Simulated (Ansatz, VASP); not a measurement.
# One calculation of Mo, two programs

```
CELL_PARAMETERS angstrom
-1.60372 1.60372 1.58002
1.60372 -1.60372 1.58002
1.55632 1.55632 -1.58002
ATOMIC_POSITIONS crystal
Mo 0.00000 0.00000 0.00000
```

Change from the starting cell: xy shear strain of -3 %, PAW files.

Alike in both runs: task electric field gradients; functional PBE; k mesh 16 × 16 × 16; occupations fermi-dirac, width 0.03 eV; no spin polarisation.

|  | VASP | Ansatz |
| --- | --- | --- |
| version | VASP 6.6.1 | Ansatz 0.2.0 |
| potentials or method | VASP PAW PBE potentials, release 64 (Mo_sv) | PAW with Ansatz's default frozen-core files, scalar-relativistic |
| plane-wave cutoff (eV) | 520 | 420 |
| valence electrons in the cell | 14 | 14 |

|  | VASP | Ansatz | Ansatz less VASP |
| --- | --- | --- | --- |
| pressure (GPa) | 0.7 | 0.2 | -0.51 |
| traceless stress, the component that is largest in VASP (GPa) | 3.24 | 3.22 | -0.023 |
| size of Vzz on the site where it differs most (V/Å²) | 3.9 | 3.6 | -0.34 |

With one functional, cell and mesh, what is left measures potentials, basis and numerics.
